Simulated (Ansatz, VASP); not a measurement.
Given: the input of a run of Ansatz 0.2.0 on Ti.

input

```
crystal:
  lattice:
    - [0.0, 2.0434441004, 2.0434441004]
    - [2.0434441004, 0.0, 2.0434441004]
    - [2.0434441004, 2.0434441004, 0.0]
  atoms:
    - { symbol: Ti, position: [0.0, 0.0, 0.0] }
hamiltonian:
  xc: hse06
  pseudopotentials: { kind: paw }
kpoints:
  mp_grid: { grid: [6, 6, 6] }
scf:
  occupations: { method: fermi_dirac, width: 0.05 }
output:
  forces: true
  stress: true
  eigenvalues: true
```

Set up the same calculation for VASP 6.6.1. Potentials there: VASP PAW PBE potentials, release 64 (Ti_sv).

As run (the cutoff follows the program's own potentials):

Contents of POSCAR:

```
Ti
1.0
    0.0000000000      2.0434441004      2.0434441004
    2.0434441004      0.0000000000      2.0434441004
    2.0434441004      2.0434441004      0.0000000000
Ti
1
Direct
    0.0000000000      0.0000000000      0.0000000000
```

Contents of INCAR.step1:

```
SYSTEM = Ti
  PREC = Accurate
  ENCUT = 520
  EDIFF = 1E-5
  ISMEAR = -1
  SIGMA = 0.05
  LREAL = .False.
  LASPH = .True.
  NELM = 60
  ALGO = Normal
  ISIF = 2
  LWAVE = .True.
  LCHARG = .False.
  NBANDS = 12
  GGA = PE
```

INCAR.step2

```
SYSTEM = Ti
  PREC = Accurate
  ENCUT = 520
  EDIFF = 1E-7
  ISMEAR = -1
  SIGMA = 0.05
  LREAL = .False.
  LASPH = .True.
  NELM = 60
  ALGO = Normal
  ISIF = 2
  LWAVE = .False.
  LCHARG = .False.
  GGA = PE
  LHFCALC = .True.
  HFSCREEN = 0.2079
  PRECFOCK = Normal
  NBANDS = 12
  ISTART = 1
```

File KPOINTS:

```
regular mesh
0
Gamma
  6 6 6
  0 0 0
```

Potentials or basis: VASP PAW PBE potentials, release 64 (Ti_sv).

Command:

```console
$ cat potpaw_PBE.64/Ti_sv/POTCAR > POTCAR
$ cp INCAR.step1 INCAR
$ mpirun -np 1 vasp_std > vasp.out
$ cp INCAR.step2 INCAR
$ mpirun -np 1 vasp_std > vasp.out
```

Both were run:

|  | VASP | Ansatz | Ansatz less VASP |
| --- | --- | --- | --- |
| gap on the k mesh at the Fermi level (eV) | none | none | - |
| pressure (GPa) | 1.1 | 1.6 | +0.51 |

A gap of «none» marks a metal or a gap that the smearing closes. The functional is the same, so the differences come from potentials, cutoffs and numerics.

The k mesh is coarse, so the values compare programs but aren't converged.
